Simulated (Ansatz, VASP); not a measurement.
**One calculation of MnS, two programs**

INCAR

```
ALGO = Normal
EDIFF = 1E-7
ENCUT = 520
GGA = RP
ISIF = 2
ISMEAR = -1
ISPIN = 2
IVDW = 12
LASPH = True
LCHARG = False
LMAXMIX = 4
LORBIT = 11
LREAL = False
LWAVE = False
MAGMOM = 4 0
NBANDS = 20
NELM = 150
PREC = Accurate
SIGMA = 0.05
```

Contents of KPOINTS:

```
k-points
0
Gamma
  9 9 9
```

POSCAR

```
MnS
1.0
    0.0000000000      2.4400341398      2.4400341398
    2.4400341398      0.0000000000      2.4400341398
    2.4400341398      2.4400341398      0.0000000000
Mn S
1 1
Direct
    0.0000000000      0.0000000000      0.0000000000
    0.7500000000      0.7500000000      0.7500000000
```

File input.yaml:

```yaml
crystal:
  lattice:
    - [0.0, 2.4400341398, 2.4400341398]
    - [2.4400341398, 0.0, 2.4400341398]
    - [2.4400341398, 2.4400341398, 0.0]
  atoms:
    - { symbol: Mn, position: [0.0, 0.0, 0.0], spin: 4.0 }
    - { symbol: S, position: [0.75, 0.75, 0.75] }
hamiltonian:
  xc: rpbe
  pseudopotentials: { kind: paw }
  dispersion: d3bj
magnetization:
  spin_polarized: true
kpoints:
  mp_grid: { grid: [9, 9, 9] }
scf:
  occupations: { method: fermi_dirac, width: 0.05 }
output:
  forces: true
  stress: true
  eigenvalues: true
```

Alike in both runs: task single point; functional RPBE; dispersion D3(BJ); k mesh 9 × 9 × 9; occupations fermi-dirac, width 0.05 eV; collinear spin.

```csv
,VASP,Ansatz
version,VASP 6.6.1,Ansatz 0.2.0
potentials or method,"VASP PAW PBE potentials, release 64 (Mn_pv, S)",Ansatz PAW
plane-wave cutoff (eV),520,420
valence electrons in the cell,19,21
```

Ansatz gave:

```
gap on the k mesh at the Fermi level (eV)                     : none
pressure (GPa)                                                : -14.1
net moment per atom (μB)                                      : 0.09
size of the moment on the site where the two differ most (μB) : 0.15
```

Q: Estimate VASP's values.

A: gap on the k mesh at the Fermi level (eV): none; pressure (GPa): -14.3; net moment per atom (μB): 0.09; size of the moment on the site where the two differ most (μB): 0.17.

VASP's potentials were made for PBE, not for RPBE. Site moments also hang on the region over which each program counts them. A gap of «none» marks a metal or a gap that the smearing closes. VASP's potentials hold 19 valence electrons a cell and Ansatz's 21, so a difference there can come from the potentials and not from the codes.
